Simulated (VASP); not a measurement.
# ZrB (Immm) in VASP: a series of runs

The runs below take ZrB through single point, with r2SCAN.

Program: VASP 6.6.1. These are calculated values, not measurements. Logs are shortened: lines on timing, memory, paths and dates and some standing lists are left out, and cuts for length are marked.

## Step 1: The cell of the first run

It takes space group Immm (No. 71, orthorhombic). Conventional cell: a = 3.239 Å, b = 3.337 Å, c = 4.650 Å, α = 90.00°, β = 90.00°, γ = 90.00°. Zr (site symmetry mmm) has 6 B at 2.33 Å within 3.1 Å. Within 3.1 Å of B (site symmetry mmm) lie 6 Zr at 2.33 Å.

## Step 2: Single point, r2SCAN (strain -0.0300 x Voigt [0, 0, 0, 0, 1, 0])

File POSCAR:

```
ZrB
1.0
   -0.0348750000      2.3250000000      2.3250000000
    2.2901250000      0.0000000000      2.2901250000
    2.3250000000      2.3250000000     -0.0348750000
Zr B
1 1
Direct
    0.0000000000      0.0000000000      0.0000000000
    0.5000000000      0.5000000000      0.5000000000
```

File INCAR.step1:

```
PREC = Accurate
ENCUT = 520
ISMEAR = 0
SIGMA = 0.15
LREAL = False
LASPH = True
NELM = 100
NBANDS = 14
GGA = PE
ALGO = Normal
EDIFF = 1E-4
LWAVE = True
LCHARG = False
```

File INCAR.step2:

```
PREC = Accurate
ENCUT = 520
EDIFF = 1E-7
ISMEAR = 0
SIGMA = 0.15
LREAL = False
LASPH = True
NELM = 100
ALGO = Normal
ISIF = 2
LWAVE = False
LCHARG = False
METAGGA = R2SCAN
LMIXTAU = True
NBANDS = 14
ISTART = 1
```

File KPOINTS:

```
Automatic mesh
0
Gamma
  18 18 18
```

Potentials or basis: VASP PAW PBE potentials, release 64 (Zr_sv, B).

On the command line:

```bash
$ cat potpaw_PBE.64/Zr_sv/POTCAR potpaw_PBE.64/B/POTCAR > POTCAR
$ cp INCAR.step1 INCAR
$ mpirun -np 1 vasp_std > vasp.out
$ cp INCAR.step2 INCAR
$ mpirun -np 1 vasp_std > vasp.out
```

OUTCAR:

```text
PREC = Accurate
   ENCUT = 520
   EDIFF = 1E-7
   ISMEAR = 0
   LREAL = False
   LASPH = True
   NELM = 100
   ISIF = 2
   METAGGA = R2SCAN
   ISTART = 1

 ion  position               nearest neighbor table
   1  0.000  0.000  0.000-   2 2.33   2 2.33   2 2.33   2 2.33   2 2.33   2 2.33
   2  0.500  0.500  0.500-   1 2.33   1 2.33   1 2.33   1 2.33   1 2.33   1 2.33

  LATTYP: Found a body centered orthorhombic cell.
 ALAT       =     3.2387258345
 B/A-ratio  =     1.0304568528
 C/A-ratio  =     1.4357498095

  Lattice vectors:

 A1 = (   2.3250000000,  -2.3250000000,  -0.0348750000)
 A2 = (  -2.3250000000,  -2.3250000000,   0.0348750000)
 A3 = (   0.0348750000,   2.3250000000,  -2.3250000000)

Analysis of symmetry for initial positions (statically):
=====================================================================
 Subroutine PRICEL returns:
 Original cell was already a primitive cell.

 Routine SETGRP: Setting up the symmetry group for a
 body centered orthorhombic supercell.

 Subroutine GETGRP returns: Found  8 space group operations
 (whereof  8 operations were pure point group operations)
 out of a pool of  8 trial point group operations.

The static configuration has the point symmetry D_2h.

Analysis of symmetry for dynamics (positions and initial velocities):
=====================================================================
 Subroutine PRICEL returns:
 Original cell was already a primitive cell.

 Routine SETGRP: Setting up the symmetry group for a
 body centered orthorhombic supercell.

 Subroutine GETGRP returns: Found  8 space group operations
 (whereof  8 operations were pure point group operations)
 out of a pool of  8 trial point group operations.

The dynamic configuration has the point symmetry D_2h.

 Subroutine INISYM returns: Found  8 space group operations
 (whereof  8 operations are pure point group operations),
 and found     1 'primitive' translations

----------------------------------------------------------------------------------------

                                     Primitive cell

  volume of cell :      25.1305

  direct lattice vectors                    reciprocal lattice vectors
    -0.034875000  2.325000000  2.325000000    -0.211875629  0.215053763  0.211875629
     2.290125000  0.000000000  2.290125000     0.218328694 -0.215053763  0.218328694
     2.325000000  2.325000000 -0.034875000     0.211875629  0.215053763 -0.211875629

  length of vectors
[... 92 lines left out ...]
   PSTRESS=    0.0 pullay stress
   NELECT =      15.0000    total number of electrons
   NUPDOWN=      -1.0000    fix difference up-down
   EMIN   =  10.00;   EMAX   =-10.00  energy-range for DOS
   EFERMI =   0.00;   METHOD = LEGACY
   ISMEAR =     0;   SIGMA  =   0.15  broadening in eV -4-tet -1-fermi 0-gaus
   EFERMI_NEDOS =   21; number of points for ismear=-14 and -15
   IALGO  =     38    algorithm
   IMIX   =      4    mixing-type and parameters
     AMIX     =   0.40;   BMIX     =  1.00
     AMIX_MAG =   1.60;   BMIX_MAG =  1.00
  volume/ion in A,a.u.               =      12.57        84.79
  Fermi-wavevector in a.u.,A,eV,Ry     =   1.378388  2.604776 25.850443  1.899954
  Thomas-Fermi vector in A             =   2.503454
   LORBIT       =      0    0 simple, 1 ext, 2 COOP (PROOUT), +10 PAW based schemes
   METAGGA = R2SCAN    functional components
   LHFCALC =     F    Hartree Fock is set to
   AEXX    =    0.0000 exact exchange contribution
   IVDW    =     0    specifies the selected vdW correction
   LEPSILON=     F    determine dielectric tensor
   LRPA    =     F    only Hartree local field effects (RPA)
 non-spin polarized calculation
 Gauss-broadening in eV      SIGMA  =   0.15
  energy-cutoff  :      520.00
  volume of cell :       25.13
 maximum number of plane-waves:       689
   NGX = 13   NGY = 13   NGZ = 13

 number of electron      15.0000000 magnetization

 Free energy of the ion-electron system (eV)
  ---------------------------------------------------
  ext. energy  EPLUGINS =         0.00000000
  ---------------------------------------------------
  free energy    TOTEN  =       -30.52775160 eV

  energy without entropy =      -30.51703086  energy(sigma->0) =      -30.52239123

 E-fermi :   9.0165     XC(G=0): -13.1437

 val. band max:        9.0097999439   @ k =  -0.3889   0.3333   0.0000
 cond. band min:       9.0169357878   @ k =  -0.4444  -0.1111   0.3333
 fundamental gap:      0.0071358439
 Fermi energy:         9.0164746932

 k-point     1 :       0.0000    0.0000    0.0000
  band No.  band energies     occupation
      1     -39.3921      2.00000
      2     -16.4499      2.00000
      3     -16.4215      2.00000
      4     -16.3949      2.00000
      5       0.0933      2.00000
      6      10.9770      0.00000
      7      11.1745      0.00000
      8      11.4207      0.00000
      9      12.8918      0.00000
     10      12.9006      0.00000
     11      12.9011      0.00000
     12      13.0139      0.00000
     13      13.1609      0.00000
     14      20.6652      0.00000
[... 377 lines left out ...]
      1     -39.3100      2.00000
      2     -17.0940      2.00000
      3     -16.5038      2.00000
      4     -16.4608      2.00000
      5       2.2726      2.00000
      6       7.3014      2.00000
      7       8.2945      2.00000
      8       8.7021      1.99696
      9      13.0375      0.00000
     10      13.8040      0.00000
     11      14.8269      0.00000
     12      18.9601      0.00000
     13      20.4861      0.00000
     14      21.8033      0.00000

 [... further k-points ...]

------------------------ aborting loop because EDIFF is reached ----------------------------------------

  FORCE on cell =-STRESS in cart. coord.  units (eV):
  Direction    XX          YY          ZZ          XY          YZ          ZX
  --------------------------------------------------------------------------------------
  -------------------------------------------------------------------------------------
  Total        5.7745796      5.7785949      5.7745796      0.0000000      0.0000000      0.2969603
  in kB      368.1542486    368.4102395    368.1542486      0.0000000      0.0000000     18.9324923
  external PRESSURE =     368.2395789 kB  Pullay stress =       0.0000000 kB

 VOLUME and BASIS-vectors are now :
 -----------------------------------------------------------------------------
  energy-cutoff  :      520.00
  volume of cell :       25.13
      direct lattice vectors                 reciprocal lattice vectors
    -0.034875000  2.325000000  2.325000000    -0.211875629  0.215053763  0.211875629
     2.290125000  0.000000000  2.290125000     0.218328694 -0.215053763  0.218328694
     2.325000000  2.325000000 -0.034875000     0.211875629  0.215053763 -0.211875629

 POSITION                                       TOTAL-FORCE (eV/Angst)
 -----------------------------------------------------------------------------------
      0.00000      0.00000      0.00000         0.000000      0.000000      0.000000
      2.29013      2.32500      2.29013        -0.000000      0.000000     -0.000000
 -----------------------------------------------------------------------------------
    total drift:                                0.000000     -0.000000     -0.000000

  FREE ENERGIE OF THE ION-ELECTRON SYSTEM (eV)
  ---------------------------------------------------
  free  energy   TOTEN  =       -30.5277515971 eV

  energy  without entropy=      -30.5170308597  energy(sigma->0) =      -30.52239123
```

OUTCAR.step1:

```text
PREC = Accurate
   ENCUT = 520
   ISMEAR = 0
   LREAL = False
   LASPH = True
[... 631 lines left out ...]
      0.00000      0.00000      0.00000        -0.000000      0.000000     -0.000000
      2.29013      2.32500      2.29013         0.000000     -0.000000      0.000000
 -----------------------------------------------------------------------------------
    total drift:                                0.000000     -0.000000     -0.000000

  FREE ENERGIE OF THE ION-ELECTRON SYSTEM (eV)
  ---------------------------------------------------
  free  energy   TOTEN  =       -15.5829961644 eV

  energy  without entropy=      -15.5710680672  energy(sigma->0) =      -15.57703212
```

OSZICAR.step1:

```text
N       E                     dE             d eps       ncg     rms          rms(c)
DAV:   1     0.977198391311E+02    0.97720E+02   -0.79581E+03 24260   0.104E+03
DAV:   2    -0.134049393391E+02   -0.11112E+03   -0.10512E+03 29940   0.287E+02
DAV:   3    -0.172518908195E+02   -0.38470E+01   -0.38086E+01 36420   0.452E+01
DAV:   4    -0.173256562440E+02   -0.73765E-01   -0.73740E-01 28972   0.572E+00
DAV:   5    -0.173274030168E+02   -0.17468E-02   -0.17467E-02 36308   0.606E-01    0.234E+01
DAV:   6    -0.155892407303E+02    0.17382E+01   -0.25038E+00 28724   0.143E+01    0.885E+00
DAV:   7    -0.155781352542E+02    0.11105E-01   -0.29629E-01 35536   0.388E+00    0.367E+00
DAV:   8    -0.155835476190E+02   -0.54124E-02   -0.30395E-02 29754   0.160E+00    0.447E-01
DAV:   9    -0.155828996779E+02    0.64794E-03   -0.24878E-03 27606   0.337E-01    0.151E-01
DAV:  10    -0.155829961644E+02   -0.96486E-04   -0.31335E-04 27250   0.205E-01
   1 F= -.15582996E+02 E0= -.15577032E+02  d E =-.119281E-01
```

Run time: 28 min. Hardware: 1 thread of Oxide Virtual Turin-like, shared host; peak memory 0.38 GiB.

Results:

| Item | Value |
| --- | --- |
| Free energy | -30.5278 eV |
| Pressure | 36.8 GPa |
| Band gap on the k mesh | zero (an odd number of electrons rules out a gap without spin polarisation) |

Caveat: the cell differs from its parent crystal (strain -0.0300 x Voigt [0, 0, 0, 0, 1, 0]); the cell stands under pressure; the PAW data sets were made with another functional, which shifts forces and pressure a little; an odd number of electrons without spin polarisation forces a metal; a magnetic or distorted state may lie lower.

## Step 3: Single point, r2SCAN (strain +0.0150 x Voigt [0, 0, 0, 0, 1, 0])

File POSCAR:

```
ZrB
1.0
    0.0174375000      2.3250000000      2.3250000000
    2.3424375000      0.0000000000      2.3424375000
    2.3250000000      2.3250000000      0.0174375000
Zr B
1 1
Direct
    0.0000000000      0.0000000000      0.0000000000
    0.5000000000      0.5000000000      0.5000000000
```

File INCAR.step1:

```
SYSTEM = ZrB
  ALGO = Normal
  EDIFF = 1E-4
  ENCUT = 520
  GGA = PE
  ISMEAR = 0
  LASPH = .TRUE.
  LCHARG = .FALSE.
  LREAL = .FALSE.
  LWAVE = .TRUE.
  NBANDS = 14
  NELM = 60
  PREC = Accurate
  SIGMA = 0.15
```

File INCAR.step2:

```
SYSTEM = ZrB
  ALGO = Normal
  EDIFF = 1E-6
  ENCUT = 520
  ISIF = 2
  ISMEAR = 0
  ISTART = 1
  LASPH = .TRUE.
  LCHARG = .TRUE.
  LELF = .TRUE.
  LMIXTAU = .TRUE.
  LREAL = .FALSE.
  LVHAR = .TRUE.
  LWAVE = .FALSE.
  METAGGA = R2SCAN
  NBANDS = 14
  NELM = 60
  PREC = Accurate
  SIGMA = 0.15
```

File KPOINTS:

```
k-points
0
G
  18 18 18
  0 0 0
```

Potentials or basis: VASP PAW PBE potentials, release 64 (Zr_sv, B).

On the command line:

```bash
$ cat potpaw_PBE.64/Zr_sv/POTCAR potpaw_PBE.64/B/POTCAR > POTCAR
$ cp INCAR.step1 INCAR
$ mpirun -np 1 vasp_std > vasp.out
$ cp INCAR.step2 INCAR
$ mpirun -np 1 vasp_std > vasp.out
```

It took 30 min on 1 thread of Oxide Virtual Turin-like, shared host; peak memory 0.38 GiB.

Results (log left out):

```
Free energy            : -30.5321 eV
Pressure               : 36.8 GPa
Band gap on the k mesh : zero (an odd number of electrons rules out a gap without spin polarisation)
```

Stress tensor (GPa, compression positive):
```
36.79  0.00 -0.94
 0.00 36.81  0.00
-0.94  0.00 36.79
```

Levels at points of the mesh, in eV from the Fermi level:
| k point | band 4 | band 5 | band 6 | band 7 | band 8 | band 9 | band 10 | band 11 | band 12 | band 13 |
| --- | --- | --- | --- | --- | --- | --- | --- | --- | --- | --- |
| (0.00, 0.00, 0.00) | -25.42 | -8.91 | 2.08 | 2.18 | 2.30 | 3.88 | 3.88 | 3.95 | 4.01 | 4.08 |
| (0.50, 0.00, 0.00) | -25.53 | -4.39 | -4.00 | -1.61 | -1.48 | 6.14 | 6.27 | 7.94 | 8.56 | 14.14 |
| (0.00, 0.50, 0.00) | -25.51 | -4.38 | -4.08 | -1.51 | -1.37 | 6.07 | 6.22 | 7.85 | 8.65 | 14.03 |
| (0.50, 0.50, 0.00) | -25.78 | -7.02 | -1.07 | -0.42 | 2.66 | 2.66 | 5.69 | 7.38 | 7.38 | 11.26 |
| (0.50, 0.00, 0.50) | -25.76 | -7.03 | -1.07 | -0.42 | 2.56 | 2.75 | 5.70 | 7.38 | 7.39 | 11.26 |

Caveat: the cell differs from its parent crystal (strain +0.0150 x Voigt [0, 0, 0, 0, 1, 0]); the cell stands under pressure; the PAW data sets were made with another functional, which shifts forces and pressure a little; an odd number of electrons without spin polarisation forces a metal; a magnetic or distorted state may lie lower.
